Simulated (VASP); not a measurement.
# Mg3CdSe4 (P-43m) in VASP: further runs

The runs below take Mg3CdSe4 through single point, relaxation of cell and atoms, with PBE.

All numbers are computed with VASP 6.6.1; they aren't measurements. Logs are shortened: lines on timing, memory, paths and dates and some standing lists are left out, and cuts for length are marked.

## Step 1: The cell of the first run

Symmetry: P-43m, No. 215, cubic system. The conventional cell has a = 6.044 Å, b = 6.044 Å, c = 6.044 Å, α = 90.00°, β = 90.00°, γ = 90.00°. Mg (site symmetry -42m) has 4 Se at 2.60 Å within 3.4 Å. Within 3.5 Å of Cd (site symmetry -43m) lie 4 Se at 2.68 Å. Se (site symmetry 3m) has 3 Mg at 2.60 Å and 1 Cd at 2.68 Å within 3.4 Å.

## Step 2: Single point, PBE

Contents of INCAR:

```
PREC     = Accurate       # precision mode
ENCUT    = 520            # plane-wave cutoff, eV
EDIFF    = 1E-6           # SCF threshold, eV
ISMEAR   = 0              # smearing method
SIGMA    = 0.1            # smearing width, eV
LREAL    = False          # projectors in reciprocal space
LASPH    = True           # aspherical terms in the spheres
NELM     = 80             # most SCF steps
ALGO     = Normal         # electronic algorithm
ISIF     = 2              # what is computed and relaxed
LWAVE    = False          # write WAVECAR
LCHARG   = False          # write CHGCAR
GGA      = PE             # functional
NBANDS   = 31             # bands
```

Contents of KPOINTS:

```
regular mesh
0
Gamma
  4 4 4
```

Contents of POSCAR:

```
Mg3CdSe4
1.0
    6.0437947000      0.0000000000      0.0000000000
    0.0000000000      6.0437947000      0.0000000000
    0.0000000000      0.0000000000      6.0437947000
Mg Cd Se
3 1 4
Direct
    0.0000000000      0.5000000000      0.5000000000
    0.5000000000      0.0000000000      0.5000000000
    0.5000000000      0.5000000000      0.0000000000
    0.0000000000      0.0000000000      0.0000000000
    0.2556460000      0.2556460000      0.7443540000
    0.2556460000      0.7443540000      0.2556460000
    0.7443540000      0.2556460000      0.2556460000
    0.7443540000      0.7443540000      0.7443540000
```

Potentials or basis: VASP PAW PBE potentials, release 64 (Mg, Cd, Se).

The run is started by

```sh
cat potpaw_PBE.64/Mg/POTCAR potpaw_PBE.64/Cd/POTCAR potpaw_PBE.64/Se/POTCAR > POTCAR
mpirun -np 1 vasp_std > vasp.out
```

OUTCAR:

```text
PREC = Accurate
   ENCUT = 520
   EDIFF = 1E-6
   ISMEAR = 0
   LREAL = False
   LASPH = True
   NELM = 80
   ISIF = 2
   GGA = PE

 ion  position               nearest neighbor table
   1  0.000  0.500  0.500-   5 2.60   6 2.60   7 2.60   8 2.60
   2  0.500  0.000  0.500-   5 2.60   6 2.60   7 2.60   8 2.60
   3  0.500  0.500  0.000-   5 2.60   6 2.60   7 2.60   8 2.60
   4  0.000  0.000  0.000-   5 2.68   6 2.68   7 2.68   8 2.68
   5  0.256  0.256  0.744-   1 2.60   2 2.60   3 2.60   4 2.68
   6  0.256  0.744  0.256-   1 2.60   2 2.60   3 2.60   4 2.68
   7  0.744  0.256  0.256-   1 2.60   2 2.60   3 2.60   4 2.68
   8  0.744  0.744  0.744-   1 2.60   2 2.60   3 2.60   4 2.68

  LATTYP: Found a simple cubic cell.
 ALAT       =     6.0437947000

  Lattice vectors:

 A1 = (   6.0437947000,   0.0000000000,   0.0000000000)
 A2 = (   0.0000000000,   6.0437947000,   0.0000000000)
 A3 = (   0.0000000000,   0.0000000000,   6.0437947000)

Analysis of symmetry for initial positions (statically):
=====================================================================
 Subroutine PRICEL returns:
 Original cell was already a primitive cell.

 Routine SETGRP: Setting up the symmetry group for a
 simple cubic supercell.

 Subroutine GETGRP returns: Found 24 space group operations
 (whereof 24 operations were pure point group operations)
 out of a pool of 48 trial point group operations.

The static configuration has the point symmetry T_d .

Analysis of symmetry for dynamics (positions and initial velocities):
=====================================================================
 Subroutine PRICEL returns:
 Original cell was already a primitive cell.

 Routine SETGRP: Setting up the symmetry group for a
 simple cubic supercell.

 Subroutine GETGRP returns: Found 24 space group operations
 (whereof 24 operations were pure point group operations)
 out of a pool of 48 trial point group operations.

The dynamic configuration has the point symmetry T_d .

 Subroutine INISYM returns: Found 24 space group operations
 (whereof 24 operations are pure point group operations),
 and found     1 'primitive' translations

----------------------------------------------------------------------------------------

                                     Primitive cell

  volume of cell :     220.7644

  direct lattice vectors                    reciprocal lattice vectors
     6.043794700  0.000000000  0.000000000     0.165458962  0.000000000  0.000000000
     0.000000000  6.043794700  0.000000000     0.000000000  0.165458962  0.000000000
     0.000000000  0.000000000  6.043794700     0.000000000  0.000000000  0.165458962

  length of vectors
     6.043794700  6.043794700  6.043794700     0.165458962  0.165458962  0.165458962

  position of ions in fractional coordinates (direct lattice)
     0.000000000  0.500000000  0.500000000
     0.500000000  0.000000000  0.500000000
     0.500000000  0.500000000  0.000000000
     0.000000000  0.000000000  0.000000000
     0.255646000  0.255646000  0.744354000
     0.255646000  0.744354000  0.255646000
     0.744354000  0.255646000  0.255646000
     0.744354000  0.744354000  0.744354000

  ion indices of the primitive-cell ions
   primitive index   ion index
                 1           1
                 2           2
                 3           3
                 4           4
                 5           5
                 6           6
                 7           7
                 8           8

----------------------------------------------------------------------------------------

 KPOINTS: regular mesh

Automatic generation of k-mesh.
 Grid dimensions read from file:
 generate k-points for:    4    4    4

 Generating k-lattice:

  Cartesian coordinates                     Fractional coordinates (reciprocal lattice)
     0.041364741  0.000000000  0.000000000     0.250000000  0.000000000  0.000000000
     0.000000000  0.041364741  0.000000000     0.000000000  0.250000000  0.000000000
     0.000000000  0.000000000  0.041364741     0.000000000  0.000000000  0.250000000

  Length of vectors
     0.041364741  0.041364741  0.041364741

  Shift w.r.t. Gamma in fractional coordinates (k-lattice)
     0.000000000  0.000000000  0.000000000

 Subroutine IBZKPT returns following result:
 ===========================================

 Found     10 irreducible k-points:

 Following reciprocal coordinates:
            Coordinates               Weight
  0.000000  0.000000  0.000000      1.000000
  0.250000  0.000000  0.000000      6.000000
  0.500000  0.000000  0.000000      3.000000
  0.250000  0.250000  0.000000     12.000000
  0.500000  0.250000  0.000000     12.000000
  0.500000  0.500000  0.000000      3.000000
  0.250000  0.250000  0.250000      8.000000
  0.500000  0.250000  0.250000     12.000000
  0.500000  0.500000  0.250000      6.000000
  0.500000  0.500000  0.500000      1.000000
   k-points           NKPTS =     10   k-points in BZ     NKDIM =     10   number of bands    NBANDS=     31
   number of dos      NEDOS =    301   number of ions     NIONS =      8
   total plane-waves  NPLWV = 110592
   dimension x,y,z NGX =    48 NGY =   48 NGZ =   48
   dimension x,y,z NGXF=    96 NGYF=   96 NGZF=   96
   ions per type =               3   1   4
   NGX,Y,Z   is equivalent  to a cutoff of  13.20, 13.20, 13.20 a.u.
   NGXF,Y,Z  is equivalent  to a cutoff of  26.41, 26.41, 26.41 a.u.
 SYSTEM =  unknown system
   PREC   = accura    normal or accurate (medium, high low for compatibility)
   ISTART =      0    job   : 0-new  1-cont  2-samecut
   ICHARG =      2    charge: 1-file 2-atom 10-const
   ISPIN  =      1    spin polarized calculation?
   LNONCOLLINEAR =      F non collinear calculations
   LSORBIT =      F    spin-orbit coupling
   LASPH  =      T    aspherical Exc in radial PAW
   ENCUT  =  520.0 eV  38.22 Ry    6.18 a.u.  11.24 11.24 11.24*2*pi/ulx,y,z
   NELM   =     80;   NELMIN=  2; NELMDL= -5     # of ELM steps
   EDIFF  = 0.1E-05   stopping-criterion for ELM
   LREAL  =      F    real-space projection
   EDIFFG = 0.1E-04   stopping-criterion for IOM
   NSW    =      0    number of steps for IOM
   IBRION =     -1    ionic relax: 0-MD 1-quasi-New 2-CG
   NFREE  =      0    steps in history (QN), initial steepest desc. (CG)
   ISIF   =      2    stress and relaxation
   ISYM   =      2    0-nonsym 1-usesym 2-fastsym
   POTIM  = 0.5000    time-step for ionic-motion
   TEBEG  =    0.0;   TEEND  =   0.0 temperature during run
   PSTRESS=    0.0 pullay stress
   NELECT =      42.0000    total number of electrons
   NUPDOWN=      -1.0000    fix difference up-down
   EMIN   =  10.00;   EMAX   =-10.00  energy-range for DOS
   EFERMI =   0.00;   METHOD = LEGACY
   ISMEAR =     0;   SIGMA  =   0.10  broadening in eV -4-tet -1-fermi 0-gaus
   EFERMI_NEDOS =   21; number of points for ismear=-14 and -15
   IALGO  =     38    algorithm
   IMIX   =      4    mixing-type and parameters
     AMIX     =   0.40;   BMIX     =  1.00
     AMIX_MAG =   1.60;   BMIX_MAG =  1.00
  volume/ion in A,a.u.               =      27.60       186.22
  Fermi-wavevector in a.u.,A,eV,Ry     =   0.941560  1.779291 12.062057  0.886536
  Thomas-Fermi vector in A             =   2.069083
   LORBIT       =      0    0 simple, 1 ext, 2 COOP (PROOUT), +10 PAW based schemes
   GGA     = PE    functional components
   LHFCALC =     F    Hartree Fock is set to
   AEXX    =    0.0000 exact exchange contribution
   IVDW    =     0    specifies the selected vdW correction
   LEPSILON=     F    determine dielectric tensor
   LRPA    =     F    only Hartree local field effects (RPA)
 non-spin polarized calculation
 Gauss-broadening in eV      SIGMA  =   0.10
  energy-cutoff  :      520.00
  volume of cell :      220.76
 maximum number of plane-waves:      6031
 NGX is ok and might be reduce to    48
   NGX = 23   NGY = 23   NGZ = 23

 number of electron      42.0000003 magnetization

 Free energy of the ion-electron system (eV)
  ---------------------------------------------------
  ext. energy  EPLUGINS =         0.00000000
  ---------------------------------------------------
  free energy    TOTEN  =       -28.04555110 eV

  energy without entropy =      -28.04555110  energy(sigma->0) =      -28.04555110

 E-fermi :   0.9836     XC(G=0):  -8.2452

 val. band max:        0.5333053109   @ k =   0.0000   0.0000   0.0000
 cond. band min:       2.4638912124   @ k =   0.0000   0.0000   0.0000
 fundamental gap:      1.9305859015
 Fermi energy:         0.9835737039

 k-point     1 :       0.0000    0.0000    0.0000
  band No.  band energies     occupation
      1     -11.1955      2.00000
      2     -10.5723      2.00000
      3     -10.5723      2.00000
      4     -10.5723      2.00000
      5      -6.5166      2.00000
      6      -6.5166      2.00000
[... 23 lines left out ...]
     30       7.2897      0.00000
     31       7.2897      0.00000

 k-point     2 :       0.2500    0.0000    0.0000
  band No.  band energies     occupation
      1     -11.1118      2.00000
      2     -10.6696      2.00000
      3     -10.5711      2.00000
      4     -10.5711      2.00000
      5      -6.5476      2.00000
      6      -6.5124      2.00000
[... 23 lines left out ...]
     30       7.7262      0.00000
     31       7.7262      0.00000

 k-point     3 :       0.5000    0.0000    0.0000
  band No.  band energies     occupation
      1     -10.9283      2.00000
      2     -10.8666      2.00000
      3     -10.5699      2.00000
      4     -10.5699      2.00000
      5      -6.5733      2.00000
      6      -6.5082      2.00000
[... 227 lines left out ...]
     30       7.5490      0.00000
     31       7.5547      0.00000

 k-point    10 :       0.5000    0.5000    0.5000
  band No.  band energies     occupation
      1     -10.7303      2.00000
      2     -10.7303      2.00000
      3     -10.7303      2.00000
      4     -10.7072      2.00000
      5      -6.5141      2.00000
      6      -6.5141      2.00000
[... 23 lines left out ...]
     30       7.2119      0.00000
     31       7.2119      0.00000

------------------------ aborting loop because EDIFF is reached ----------------------------------------

  FORCE on cell =-STRESS in cart. coord.  units (eV):
  Direction    XX          YY          ZZ          XY          YZ          ZX
  --------------------------------------------------------------------------------------
  -------------------------------------------------------------------------------------
  Total        0.0356052      0.0356052      0.0356052     -0.0000000     -0.0000000      0.0000000
  in kB        0.2584018      0.2584018      0.2584018     -0.0000000     -0.0000000      0.0000000
  external PRESSURE =       0.2584018 kB  Pullay stress =       0.0000000 kB

 VOLUME and BASIS-vectors are now :
 -----------------------------------------------------------------------------
  energy-cutoff  :      520.00
  volume of cell :      220.76
      direct lattice vectors                 reciprocal lattice vectors
     6.043794700  0.000000000  0.000000000     0.165458962  0.000000000  0.000000000
     0.000000000  6.043794700  0.000000000     0.000000000  0.165458962  0.000000000
     0.000000000  0.000000000  6.043794700     0.000000000  0.000000000  0.165458962

 POSITION                                       TOTAL-FORCE (eV/Angst)
 -----------------------------------------------------------------------------------
      0.00000      3.02190      3.02190         0.000000     -0.000000     -0.000000
      3.02190      0.00000      3.02190         0.000000      0.000000     -0.000000
      3.02190      3.02190      0.00000         0.000000      0.000000     -0.000000
      0.00000      0.00000      0.00000         0.000000      0.000000     -0.000000
      1.54507      1.54507      4.49872         0.023743      0.023743     -0.023743
      1.54507      4.49872      1.54507         0.023743     -0.023743      0.023743
      4.49872      1.54507      1.54507        -0.023743      0.023743      0.023743
      4.49872      4.49872      4.49872        -0.023743     -0.023743     -0.023743
 -----------------------------------------------------------------------------------
    total drift:                                0.000000      0.000000     -0.000000

  FREE ENERGIE OF THE ION-ELECTRON SYSTEM (eV)
  ---------------------------------------------------
  free  energy   TOTEN  =       -28.0455511011 eV

  energy  without entropy=      -28.0455511011  energy(sigma->0) =      -28.04555110
```

Run time: 2.4 min. Hardware: 1 thread of Intel Xeon 8259CL, shared host; peak memory 0.35 GiB.

Results:

```yaml
Free_energy: -28.0456 eV
Pressure: 0.0 GPa
Largest_force: 0.041 eV/Å
Band_gap_on_the_k_mesh: 1.93 eV
```

Forces in eV/Å, atoms in the order of the input:
```
Mg   0.000  0.000  0.000
Mg   0.000  0.000  0.000
Mg   0.000  0.000  0.000
Cd   0.000  0.000  0.000
Se   0.024  0.024 -0.024
Se   0.024 -0.024  0.024
Se  -0.024  0.024  0.024
Se  -0.024 -0.024 -0.024
```

(Part 1 of 2 ends here.)
